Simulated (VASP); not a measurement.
WSe2: single point with PBEsol

The system is WSe2, a slab with vacuum.

```
W Se
1.0
     3.27025    0.00000    0.00000
    -1.63513    2.83212    0.00000
     0.00000    0.00000   16.66122
W Se
1 2
Direct
  0.00000 0.00000 0.00000
  0.33333 0.66667 0.10040
  0.33333 0.66667 0.89960
```

```
Program                : VASP 6.6.1
Task                   : single point
Functional             : PBEsol
Potentials or basis    : VASP PAW PBE potentials, release 64 (W_sv, Se)
Cutoff                 : 520 eV
k mesh                 : 12 × 12 × 2
Occupations            : gaussian, width 0.02 eV
Spin                   : no spin polarisation
Dipole correction      : no
Further INCAR settings : ALGO = Normal; EDIFF = 1e-07; NBANDS = 20
```

```yaml
Largest_force: 0.060 eV/Å
Band_gap_on_the_k_mesh: 1.69 eV, indirect (the least direct gap lies 1.1 meV higher)
```

Forces on the atoms (eV/Å):
```
W    0.000  0.000  0.000
Se   0.000  0.000  0.060
Se   0.000  0.000 -0.060
```

Levels at points of the mesh, in eV from the valence-band top:
```
           k point  band 11  band 12  band 13  band 14  band 15  band 16
(0.00, 0.00, 0.00)    -1.18    -1.18    -0.41     3.06     3.06     3.26
(0.50, 0.00, 0.00)    -2.18    -1.02    -0.85     2.53     2.86     3.76
(0.00, 0.00, 0.50)    -1.18    -1.18    -0.41     3.06     3.06     3.26
(0.50, 0.00, 0.50)    -2.18    -1.02    -0.85     2.53     2.86     3.76
```

It took 96 s on 1 thread of Intel(R) Xeon(R) Platinum 8488C (Sapphire Rapids), with other jobs on the host, peak memory 0.31 GiB.

Caveat: the PAW data sets were made with another functional, which shifts forces and pressure a little; spin-orbit coupling is left out, which moves the levels of the heavy elements.
